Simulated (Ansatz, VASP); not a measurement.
**Mg5TeBr in VASP and in Ansatz**

```
Mg Te Br
1.0
     4.34311    0.00000    0.00000
     0.00000    4.34311    0.00000
     0.00000    0.00000    7.56171
Mg Te Br
5 1 1
Direct
  0.00000 0.50000 0.27874
  0.00000 0.50000 0.72126
  0.50000 0.00000 0.27874
  0.50000 0.00000 0.72126
  0.00000 0.00000 0.00000
  0.00000 0.00000 0.50000
  0.50000 0.50000 0.00000
```

Change from the starting cell: species swapped into the GaAsPd5 type (P4/mmm, No. 123).

Alike in both runs: task single point; functional PBE; k mesh 4 × 4 × 2; occupations gaussian, width 0.1 eV; no spin polarisation.

```csv
,VASP,Ansatz
version,VASP 6.6.1,Ansatz 0.2.0
potentials or method,"VASP PAW PBE potentials, release 64 (Mg, Te, Br), cutoff 520 eV","scalar-relativistic, plane waves, PAW"
valence electrons in the cell,23,73
```

```tsv
	VASP	Ansatz	Ansatz less VASP
gap on the k mesh at the Fermi level (eV)	none	none	-
pressure (GPa)	15.1	15.1	+0.03
traceless stress, the component that is largest in VASP (GPa)	5.75	5.76	+0.010
rms of the force components (eV/Å)	0.226	0.223	-0.0037
```

Atom by atom the forces differ by 0.004 eV/Å (rms over components). A gap of «none» marks a metal or a gap that the smearing closes. VASP's potentials hold 23 valence electrons a cell and Ansatz's 73, so a difference there can come from the potentials and not from the codes.

The k mesh is coarse, so the values compare programs but aren't converged. Neither program's run includes spin-orbit coupling.
